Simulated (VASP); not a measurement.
# WS (P1) in VASP: notebook

WS is run at these levels: PBEsol, PBE; tasks: single point.

Program: VASP 6.6.1. These are calculated values, not measurements. Logs are shortened: lines on timing, memory, paths and dates and some standing lists are left out, and cuts for length are marked.

### 1 The cell of the first run

The typed cell holds 2 atoms: a = 3.927 Å, b = 3.927 Å, c = 3.927 Å, α = 113.39°, β = 113.39°, γ = 101.88°.

### 2 Single point, PBEsol

The input, INCAR:

```
SYSTEM = WS
  PREC = Accurate
  ENCUT = 520
  EDIFF = 1E-6
  ISMEAR = 0
  SIGMA = 0.05
  LREAL = .False.
  LASPH = .True.
  NELM = 60
  ALGO = Normal
  ISIF = 2
  LWAVE = .False.
  LCHARG = .True.
  GGA = PS
  LELF = .True.
  LVHAR = .True.
  NBANDS = 17
```

The input, KPOINTS:

```
regular mesh
0
Gamma
  6 6 6
  0 0 0
```

The input, POSCAR:

```
WS
1.0
   -2.1564652700      2.1564652700      2.4747265300
    2.1564652700     -2.1564652700      2.4747265300
    2.1564652700      2.1564652700     -2.4747265300
W S
1 1
Direct
    0.4961930000      0.4991850000      0.0008550000
    0.0025700000      0.0029560000     -0.0170700000
```

Potentials or basis: VASP PAW PBE potentials, release 64 (W_sv, S).

Launch:

```console
> cat potpaw_PBE.64/W_sv/POTCAR potpaw_PBE.64/S/POTCAR > POTCAR
> mpirun -np 1 vasp_std > vasp.out
```

OUTCAR:

```text
SYSTEM = WS
   PREC = Accurate
   ENCUT = 520
   EDIFF = 1E-6
   ISMEAR = 0
   LREAL = .False.
   LASPH = .True.
   NELM = 60
   ISIF = 2
   GGA = PS

 ion  position               nearest neighbor table
   1  0.496  0.499  0.001-   2 2.41   2 2.54   2 3.00   2 3.04   2 3.06   2 3.11
   2  0.003  0.003  0.983-   1 2.41   1 2.54   1 3.00   1 3.04   1 3.06   1 3.11

  LATTYP: Found a body centered tetragonal cell.
 ALAT       =     4.3129305400
 C/A-ratio  =     1.1475846908

  Lattice vectors:

 A1 = (  -2.1564652700,   2.1564652700,   2.4747265300)
 A2 = (   2.1564652700,  -2.1564652700,   2.4747265300)
 A3 = (   2.1564652700,   2.1564652700,  -2.4747265300)

Analysis of symmetry for initial positions (statically):
=====================================================================
 Subroutine PRICEL returns:
 Original cell was already a primitive cell.

 Routine SETGRP: Setting up the symmetry group for a
 body centered tetragonal supercell.

 Subroutine GETGRP returns: Found  1 space group operations
 (whereof  1 operations were pure point group operations)
 out of a pool of 16 trial point group operations.

The static configuration has the point symmetry C_1 .

Analysis of symmetry for dynamics (positions and initial velocities):
=====================================================================
 Subroutine PRICEL returns:
 Original cell was already a primitive cell.

 Routine SETGRP: Setting up the symmetry group for a
 body centered tetragonal supercell.

 Subroutine GETGRP returns: Found  1 space group operations
 (whereof  1 operations were pure point group operations)
 out of a pool of 16 trial point group operations.

The dynamic configuration has the point symmetry C_1 .

 Subroutine INISYM returns: Found  1 space group operations
 (whereof  1 operations are pure point group operations),
 and found     1 'primitive' translations

----------------------------------------------------------------------------------------

                                     Primitive cell

  volume of cell :      46.0333

  direct lattice vectors                    reciprocal lattice vectors
    -2.156465270  2.156465270  2.474726530     0.000000000  0.231860910  0.202042526
     2.156465270 -2.156465270  2.474726530     0.231860910  0.000000000  0.202042526
     2.156465270  2.156465270 -2.474726530     0.231860910  0.231860910  0.000000000

  length of vectors
     3.927461816  3.927461816  3.927461816     0.307539695  0.307539695  0.327900844

  position of ions in fractional coordinates (direct lattice)
     0.496193000  0.499185000  0.000855000
     0.002570000  0.002956000  0.982930000

  ion indices of the primitive-cell ions
   primitive index   ion index
                 1           1
                 2           2

----------------------------------------------------------------------------------------

 KPOINTS: regular mesh

Automatic generation of k-mesh.
 Grid dimensions read from file:
 generate k-points for:    6    6    6

 Generating k-lattice:

  Cartesian coordinates                     Fractional coordinates (reciprocal lattice)
     0.000000000  0.038643485  0.033673754     0.166666667  0.000000000  0.000000000
     0.038643485  0.000000000  0.033673754     0.000000000  0.166666667  0.000000000
     0.038643485  0.038643485  0.000000000     0.000000000  0.000000000  0.166666667

  Length of vectors
     0.051256616  0.051256616  0.054650141

  Shift w.r.t. Gamma in fractional coordinates (k-lattice)
     0.000000000  0.000000000  0.000000000

 Subroutine IBZKPT returns following result:
 ===========================================

 Found    112 irreducible k-points:

 Following reciprocal coordinates:
            Coordinates               Weight
  0.000000  0.000000  0.000000      1.000000
  0.166667  0.000000 -0.000000      2.000000
  0.000000  0.166667 -0.000000      2.000000
  0.000000  0.166667 -0.166667      2.000000
  0.166667  0.000000 -0.166667      2.000000
  0.333333  0.000000 -0.000000      2.000000
[... 16 lines left out ...]
  0.500000  0.000000  0.166667      2.000000
 -0.333333 -0.166667  0.500000      2.000000
 [... further k-points ...]
   k-points           NKPTS =    112   k-points in BZ     NKDIM =    112   number of bands    NBANDS=     17
   number of dos      NEDOS =    301   number of ions     NIONS =      2
   total plane-waves  NPLWV =  27000
   dimension x,y,z NGX =    30 NGY =   30 NGZ =   30
   dimension x,y,z NGXF=    60 NGYF=   60 NGZF=   60
   ions per type =               1   1
   NGX,Y,Z   is equivalent  to a cutoff of  12.70, 12.70, 12.70 a.u.
   NGXF,Y,Z  is equivalent  to a cutoff of  25.40, 25.40, 25.40 a.u.
 SYSTEM =  WS
   PREC   = accura    normal or accurate (medium, high low for compatibility)
   ISTART =      0    job   : 0-new  1-cont  2-samecut
   ICHARG =      2    charge: 1-file 2-atom 10-const
   ISPIN  =      1    spin polarized calculation?
   LNONCOLLINEAR =      F non collinear calculations
   LSORBIT =      F    spin-orbit coupling
   LASPH  =      T    aspherical Exc in radial PAW
   ENCUT  =  520.0 eV  38.22 Ry    6.18 a.u.   7.30  7.30  7.30*2*pi/ulx,y,z
   NELM   =     60;   NELMIN=  2; NELMDL= -5     # of ELM steps
   EDIFF  = 0.1E-05   stopping-criterion for ELM
   LREAL  =      F    real-space projection
   EDIFFG = 0.1E-04   stopping-criterion for IOM
   NSW    =      0    number of steps for IOM
   IBRION =     -1    ionic relax: 0-MD 1-quasi-New 2-CG
   NFREE  =      0    steps in history (QN), initial steepest desc. (CG)
   ISIF   =      2    stress and relaxation
   ISYM   =      2    0-nonsym 1-usesym 2-fastsym
   POTIM  = 0.5000    time-step for ionic-motion
   TEBEG  =    0.0;   TEEND  =   0.0 temperature during run
   PSTRESS=    0.0 pullay stress
   NELECT =      20.0000    total number of electrons
   NUPDOWN=      -1.0000    fix difference up-down
   EMIN   =  10.00;   EMAX   =-10.00  energy-range for DOS
   EFERMI =   0.00;   METHOD = LEGACY
   ISMEAR =     0;   SIGMA  =   0.05  broadening in eV -4-tet -1-fermi 0-gaus
   EFERMI_NEDOS =   21; number of points for ismear=-14 and -15
   IALGO  =     38    algorithm
   IMIX   =      4    mixing-type and parameters
     AMIX     =   0.40;   BMIX     =  1.00
     AMIX_MAG =   1.60;   BMIX_MAG =  1.00
  volume/ion in A,a.u.               =      23.02       155.32
  Fermi-wavevector in a.u.,A,eV,Ry     =   1.239921  2.343111 20.917662  1.537405
  Thomas-Fermi vector in A             =   2.374384
   LORBIT       =      0    0 simple, 1 ext, 2 COOP (PROOUT), +10 PAW based schemes
   GGA     = PS    functional components
   LHFCALC =     F    Hartree Fock is set to
   AEXX    =    0.0000 exact exchange contribution
   IVDW    =     0    specifies the selected vdW correction
   LEPSILON=     F    determine dielectric tensor
   LRPA    =     F    only Hartree local field effects (RPA)
 non-spin polarized calculation
 Gauss-broadening in eV      SIGMA  =   0.05
  energy-cutoff  :      520.00
  volume of cell :       46.03
 maximum number of plane-waves:      1268
 NGX is ok and might be reduce to    30
   NGX = 15   NGY = 15   NGZ = 15

 number of electron      20.0000000 magnetization

 Free energy of the ion-electron system (eV)
  ---------------------------------------------------
  ext. energy  EPLUGINS =         0.00000000
  ---------------------------------------------------
  free energy    TOTEN  =       -14.56068856 eV

  energy without entropy =      -14.55267497  energy(sigma->0) =      -14.55668176

 E-fermi :   5.7360     XC(G=0): -10.5352

 val. band max:        5.7355183290   @ k =  -0.3333   0.3333  -0.1667
 cond. band min:       5.7365093461   @ k =  -0.1667   0.1667   0.3333
 fundamental gap:      0.0009910171
 Fermi energy:         5.7360163451

 k-point     1 :       0.0000    0.0000    0.0000
  band No.  band energies     occupation
      1     -69.0640      2.00000
      2     -33.2474      2.00000
      3     -33.1506      2.00000
      4     -33.1465      2.00000
      5      -8.7243      2.00000
      6       2.6222      2.00000
[... 9 lines left out ...]
     16      15.7320      0.00000
     17      16.3546      0.00000

 k-point     2 :       0.1667    0.0000   -0.0000
  band No.  band energies     occupation
      1     -69.0639      2.00000
      2     -33.2514      2.00000
      3     -33.1532      2.00000
      4     -33.1489      2.00000
      5      -8.4989      2.00000
      6       1.2970      2.00000
[... 9 lines left out ...]
     16      14.0353      0.00000
     17      15.2751      0.00000

 k-point     3 :       0.0000    0.1667   -0.0000
  band No.  band energies     occupation
      1     -69.0639      2.00000
      2     -33.2514      2.00000
      3     -33.1530      2.00000
      4     -33.1491      2.00000
      5      -8.4989      2.00000
      6       1.2928      2.00000
[... 9 lines left out ...]
     16      14.0343      0.00000
     17      15.2569      0.00000

 k-point     4 :       0.0000    0.1667   -0.1667
  band No.  band energies     occupation
      1     -69.0639      2.00000
      2     -33.2512      2.00000
      3     -33.1533      2.00000
      4     -33.1489      2.00000
      5      -8.4991      2.00000
      6       1.3187      2.00000
[... 9 lines left out ...]
     16      14.0424      0.00000
     17      15.3546      0.00000

 k-point     5 :       0.1667    0.0000   -0.1667
  band No.  band energies     occupation
      1     -69.0639      2.00000
      2     -33.2512      2.00000
      3     -33.1532      2.00000
      4     -33.1491      2.00000
      5      -8.4992      2.00000
      6       1.3220      2.00000
[... 9 lines left out ...]
     16      14.0438      0.00000
     17      15.3621      0.00000

 k-point     6 :       0.3333    0.0000   -0.0000
  band No.  band energies     occupation
      1     -69.0636      2.00000
      2     -33.2600      2.00000
      3     -33.1581      2.00000
      4     -33.1533      2.00000
      5      -7.9760      2.00000
      6      -0.4764      2.00000
[... 9 lines left out ...]
     16      11.6707      0.00000
     17      14.8408      0.00000

 k-point     7 :       0.0000    0.3333   -0.0000
  band No.  band energies     occupation
      1     -69.0636      2.00000
      2     -33.2601      2.00000
      3     -33.1579      2.00000
      4     -33.1536      2.00000
      5      -7.9759      2.00000
      6      -0.4768      2.00000
[... 9 lines left out ...]
     16      11.6655      0.00000
     17      14.8409      0.00000

 k-point     8 :       0.0000    0.3333   -0.3333
  band No.  band energies     occupation
      1     -69.0636      2.00000
      2     -33.2597      2.00000
      3     -33.1585      2.00000
      4     -33.1532      2.00000
      5      -7.9766      2.00000
      6      -0.4735      2.00000
[... 9 lines left out ...]
     16      11.6588      0.00000
     17      14.8448      0.00000
[... 203 lines left out ...]
      1     -69.0634      2.00000
      2     -33.2639      2.00000
      3     -33.1606      2.00000
      4     -33.1559      2.00000
      5      -7.7007      2.00000
      6      -1.0169      2.00000
[... 9 lines left out ...]
     16      13.3059      0.00000
     17      13.9125      0.00000

 k-point    20 :       0.1667    0.3333    0.5000
  band No.  band energies     occupation
      1     -69.0634      2.00000
      2     -33.2635      2.00000
      3     -33.1604      2.00000
      4     -33.1563      2.00000
      5      -7.7013      2.00000
      6      -1.0190      2.00000
[... 9 lines left out ...]
     16      13.4252      0.00000
     17      13.7308      0.00000

 k-point    21 :       0.5000    0.0000   -0.3333
  band No.  band energies     occupation
      1     -69.0634      2.00000
      2     -33.2636      2.00000
      3     -33.1608      2.00000
      4     -33.1559      2.00000
      5      -7.7014      2.00000
      6      -1.0167      2.00000
[... 9 lines left out ...]
     16      13.4078      0.00000
     17      13.7562      0.00000

 k-point    22 :      -0.1667   -0.3333    0.0000
  band No.  band energies     occupation
      1     -69.0634      2.00000
      2     -33.2640      2.00000
      3     -33.1598      2.00000
      4     -33.1566      2.00000
      5      -7.7004      2.00000
      6      -1.0167      2.00000
[... 9 lines left out ...]
     16      13.2705      0.00000
     17      13.9508      0.00000

 k-point    23 :       0.5000    0.0000    0.1667
  band No.  band energies     occupation
      1     -69.0634      2.00000
      2     -33.2638      2.00000
      3     -33.1607      2.00000
      4     -33.1558      2.00000
      5      -7.7008      2.00000
      6      -1.0174      2.00000
[... 9 lines left out ...]
     16      13.3291      0.00000
     17      13.8798      0.00000

 k-point    24 :      -0.3333   -0.1667    0.5000
  band No.  band energies     occupation
      1     -69.0634      2.00000
      2     -33.2635      2.00000
      3     -33.1602      2.00000
      4     -33.1566      2.00000
      5      -7.7014      2.00000
      6      -1.0186      2.00000
[... 9 lines left out ...]
     16      13.4360      0.00000
     17      13.7134      0.00000

 [... further k-points ...]

------------------------ aborting loop because EDIFF is reached ----------------------------------------

  FORCE on cell =-STRESS in cart. coord.  units (eV):
  Direction    XX          YY          ZZ          XY          YZ          ZX
  --------------------------------------------------------------------------------------
  -------------------------------------------------------------------------------------
  Total       -6.9506221     -6.9503614     -9.0298332     -0.0147475     -0.0205843     -0.0288311
  in kB     -241.9146199   -241.9055457   -314.2810289     -0.5132842     -0.7164322     -1.0034582
  external PRESSURE =    -266.0337315 kB  Pullay stress =       0.0000000 kB

 VOLUME and BASIS-vectors are now :
 -----------------------------------------------------------------------------
  energy-cutoff  :      520.00
  volume of cell :       46.03
      direct lattice vectors                 reciprocal lattice vectors
    -2.156465270  2.156465270  2.474726530     0.000000000  0.231860910  0.202042526
     2.156465270 -2.156465270  2.474726530     0.231860910  0.000000000  0.202042526
     2.156465270  2.156465270 -2.474726530     0.231860910  0.231860910  0.000000000

 POSITION                                       TOTAL-FORCE (eV/Angst)
 -----------------------------------------------------------------------------------
      0.00830     -0.00461      2.46117         0.259023      0.202214      0.062720
      2.12049      2.11882     -2.41881        -0.259023     -0.202214     -0.062720
 -----------------------------------------------------------------------------------
    total drift:                                0.000042      0.000037     -0.000702

  FREE ENERGIE OF THE ION-ELECTRON SYSTEM (eV)
  ---------------------------------------------------
  free  energy   TOTEN  =       -14.5606885556 eV

  energy  without entropy=      -14.5526749723  energy(sigma->0) =      -14.55668176
```

Wall time 52 s (1 thread of Intel Xeon Platinum 8488C (Sapphire Rapids), shared host); peak memory 0.23 GiB.

Results:

```yaml
Free_energy: -14.5607 eV
Pressure: -26.6 GPa
Largest_force: 0.335 eV/Å
Band_gap_on_the_k_mesh: zero (bands 10 and 11 overlap by 2.01 eV)
```

Forces on the atoms (eV/Å):
```
W    0.259  0.202  0.063
S   -0.259 -0.202 -0.063
```

Caveat: the cell stands under tension; the PAW data sets were made with another functional, which shifts forces and pressure a little; spin-orbit coupling is left out, which moves the levels of the heavy elements.

(Continued in part 2 of 3.)
